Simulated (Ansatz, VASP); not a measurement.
AlN: VASP beside Ansatz

```
CELL_PARAMETERS angstrom
4.95794 0.00000 0.00000
0.00000 3.37607 0.00000
0.00000 0.00000 23.80000
ATOMIC_POSITIONS crystal
Al 0.00000 0.44010 0.29412
N 0.00000 0.94010 0.29412
```

Alike in both runs: functional PBE; k mesh 6 × 8 × 1; occupations gaussian, width 0.02 eV; no spin polarisation.

Ansatz relaxed the structure, and its values are those at the end. VASP's run is a single point on that final structure, the one shown.

```csv
,VASP,Ansatz
version,VASP 6.6.1,Ansatz 0.2.0
potentials or method,"VASP PAW PBE potentials, release 64 (Al, N), cutoff 520 eV","scalar-relativistic, plane waves, PAW"
valence electrons in the cell,8,8
```

```csv
,VASP,Ansatz,Ansatz less VASP
gap on the k mesh at the Fermi level (eV),1.90,1.91,+0.008
least direct gap on the mesh (eV),2.77,2.77,+0.002
```

Ansatz's warnings: xc potential rough in thin density.
